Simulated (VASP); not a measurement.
Co, 1 atom in the cell. Symmetry: Fm-3m, No. 225, cubic system. The conventional cell has a = 3.521 Å, b = 3.521 Å, c = 3.521 Å, α = 90.00°, β = 90.00°, γ = 90.00°. Co (site symmetry m-3m) has 12 Co at 2.49 Å within 3.3 Å. 

- Program: VASP 6.6.1
- Task: single point
- Functional: PBE
- Potentials or basis: VASP PAW PBE potentials, release 64 (Co)
- Cutoff: 520 eV
- k mesh: 10 × 10 × 10
- Occupations: gaussian, width 0.05 eV
- Spin: collinear spin, ferromagnetic start
- Starting moments: [1.98] μB
- Dipole correction: no
- Further INCAR settings: ALGO = Fast; EDIFF = 1e-07; NBANDS = 14

Potentials or basis: VASP PAW PBE potentials, release 64 (Co).

Run with:

```sh
$ cat potpaw_PBE.64/Co/POTCAR > POTCAR
$ mpirun -np 1 vasp_std > vasp.out
```

Hardware: 1 thread of Intel Xeon 8259CL, with other jobs on the host.

Question: Estimate the wall time of this run.

Answer: Wall time 41 s on 1 thread of Intel Xeon 8259CL (shared host), peak memory 0.11 GiB. Counts: scf iterations 15, k points 47.
